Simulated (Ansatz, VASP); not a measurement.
This is a calculation of FeO for Ansatz 0.2.0.

Contents of input.yaml:

```yaml
crystal:
  lattice:
    - [2.8436459125, 0.0, 0.0]
    - [-1.4218229514, 2.4626696031, 0.0]
    - [0.0, 0.0, 2.7752575189]
  atoms:
    - { symbol: Fe, position: [0.0, 0.0, 0.0], spin: 3.0 }
    - { symbol: O, position: [0.6666666667, 0.3333333333, 0.5] }
hamiltonian:
  xc: pbe
  pseudopotentials: { kind: paw }
magnetization:
  spin_polarized: true
kpoints:
  mp_grid: { grid: [10, 10, 9] }
scf:
  occupations: { method: fermi_dirac, width: 0.05 }
output:
  forces: true
  stress: true
  eigenvalues: true
```

Potentials or basis: Ansatz PAW.

Run with:

```sh
$ ansatz run input.yaml --threads 1 --pin off --max-ram 3584MiB --backend cpu --events-out ev --progress --plain --runs-dir out
```

Set up the same calculation for VASP 6.6.1. Potentials there: VASP PAW PBE potentials, release 64 (Fe_sv, O).

As run (the cutoff follows the program's own potentials):

The input INCAR:

```
SYSTEM = FeO
PREC     = Accurate       ! precision mode
ENCUT    = 600            ! plane-wave cutoff, eV
EDIFF    = 1E-6           ! SCF threshold, eV
ISMEAR   = -1             ! smearing method
SIGMA    = 0.05           ! smearing width, eV
LREAL    = .False.        ! projectors in reciprocal space
LASPH    = .True.         ! aspherical terms in the spheres
NELM     = 200            ! most SCF steps
ALGO     = Normal         ! electronic algorithm
ISIF     = 2              ! what is computed and relaxed
LWAVE    = .False.        ! write WAVECAR
LCHARG   = .False.        ! write CHGCAR
ISPIN    = 2              ! spin polarisation
MAGMOM   = 3 0            ! initial moments
LORBIT   = 11             ! projections on sites
LMAXMIX  = 4              ! l up to which the mixer works
GGA      = PE             ! functional
NBANDS   = 22             ! bands
GGA_COMPAT= .False.
```

Contents of KPOINTS:

```
Automatic mesh
0
Gamma
  10 10 9
  0 0 0
```

POSCAR

```
FeO
1.0
    2.8436459125      0.0000000000      0.0000000000
   -1.4218229514      2.4626696031      0.0000000000
    0.0000000000      0.0000000000      2.7752575189
Fe O
1 1
Direct
    0.0000000000      0.0000000000      0.0000000000
    0.6666666667      0.3333333333      0.5000000000
```

Potentials or basis: VASP PAW PBE potentials, release 64 (Fe_sv, O).

The run is started by

```console
$ cat potpaw_PBE.64/Fe_sv/POTCAR potpaw_PBE.64/O/POTCAR > POTCAR
$ mpirun -np 1 vasp_std > vasp.out
```

Both were run:

|  | VASP | Ansatz | Ansatz less VASP |
| --- | --- | --- | --- |
| gap on the k mesh at the Fermi level (eV) | none | none | - |
| pressure (GPa) | -2.2 | 0.2 | +2.36 |
| traceless stress, the component that is largest in VASP (GPa) | -1.58 | -1.47 | +0.106 |
| net moment per atom (μB) | 2.00 | 2.00 | 0.000 |
| size of the moment on the site where the two differ most (μB) | 0.36 | 0.38 | +0.027 |

Site moments also hang on the region over which each program counts them. A gap of «none» marks a metal or a gap that the smearing closes.
